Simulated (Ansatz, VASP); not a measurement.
# Two plane-wave programs on Mg

```xyz
4
Lattice="3.1120 0.0000 0.0000 -1.5560 2.6950 0.0000 0.0000 0.0000 10.1082" Properties=species:S:1:pos:R:3 pbc="T T T"
Mg    1.5560    0.8983    7.5812
Mg    0.0000    0.0000    5.0541
Mg    0.0000    1.7967    2.5271
Mg    0.0000    0.0000    0.0000
```

Alike in both runs: task single point; functional PBEsol; k mesh 10 × 10 × 3; occupations fermi-dirac, width 0.05 eV; no spin polarisation.

|  | VASP | Ansatz |
| --- | --- | --- |
| version | VASP 6.6.1 | Ansatz 0.2.0 |
| potentials or method | VASP PAW PBE potentials, release 64 (Mg) | Ansatz PAW |
| plane-wave cutoff (eV) | 520 | 420 |
| valence electrons in the cell | 8 | 40 |

VASP gave:

* gap on the k mesh at the Fermi level (eV): none
* pressure (GPa): 2.7
* traceless stress, the component that is largest in VASP (GPa): 0.42

Task: Which values does Ansatz return?

Result: gap on the k mesh at the Fermi level (eV): none; pressure (GPa): 2.8; traceless stress, the component that is largest in VASP (GPa): 0.44.

VASP's potentials were made for PBE, not for PBEsol. A gap of «none» marks a metal or a gap that the smearing closes. The functional is the same, so the differences come from potentials, cutoffs and numerics. VASP's potentials hold 8 valence electrons a cell and Ansatz's 40, so a difference there can come from the potentials and not from the codes.
